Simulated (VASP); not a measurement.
Write the native input for VASP 6.6.1 that does the following.

```
Task                   : single point
Functional             : LDA
Potentials or basis    : VASP PAW LDA potentials, release 64 (Zn, O)
Cutoff                 : 520 eV
k mesh                 : 9 × 9 × 4
Occupations            : gaussian, width 0.05 eV
Spin                   : no spin polarisation
Dipole correction      : no
Further INCAR settings : ALGO = Normal; EDIFF = 1e-07; NBANDS = 26
```

The structure of ZnO lies in POSCAR:

```
ZnO
1.0
    3.3372866661      0.0000000000      0.0000000000
   -1.6686433330      2.8901750325      0.0000000000
    0.0000000000      0.0000000000      7.2373979702
Zn O
2 2
Direct
    0.0000000000      0.0000000000      0.7500000000
    0.0000000000      0.0000000000      0.2500000000
    0.3333333333      0.6666666667      0.2500000000
    0.6666666667      0.3333333333      0.7500000000
```

This cell differs from its parent crystal: strain +0.015 along x and y, +0.015 along z.

These files were run (other wordings do the same):

INCAR

```
SYSTEM = ZnO
PREC     = Accurate       ! precision mode
ENCUT    = 520            ! plane-wave cutoff, eV
EDIFF    = 1E-7           ! SCF threshold, eV
ISMEAR   = 0              ! smearing method
SIGMA    = 0.05           ! smearing width, eV
LREAL    = .FALSE.        ! projectors in reciprocal space
LASPH    = .TRUE.         ! aspherical terms in the spheres
NELM     = 80             ! most SCF steps
ALGO     = Normal         ! electronic algorithm
ISIF     = 2              ! what is computed and relaxed
LWAVE    = .FALSE.        ! write WAVECAR
LCHARG   = .FALSE.        ! write CHGCAR
NBANDS   = 26             ! bands
```

KPOINTS

```
regular mesh
0
G
  9 9 4
  0 0 0
```

Potentials or basis: VASP PAW LDA potentials, release 64 (Zn, O).

The run is started by

```console
$ cat potpaw_LDA.64/Zn/POTCAR potpaw_LDA.64/O/POTCAR > POTCAR
$ mpirun -np 1 vasp_std > vasp.out
```

Results of the run:

```json
{"Pressure": "-10.6 GPa", "Band gap on the k mesh": "0.75 eV, direct"}
```

Caveat: the cell differs from its parent crystal (strain +0.015 along x and y, +0.015 along z).

It took 28 s on 1 thread of Intel(R) Xeon(R) 6975P-C (Granite Rapids) (shared host), peak memory 0.19 GiB.
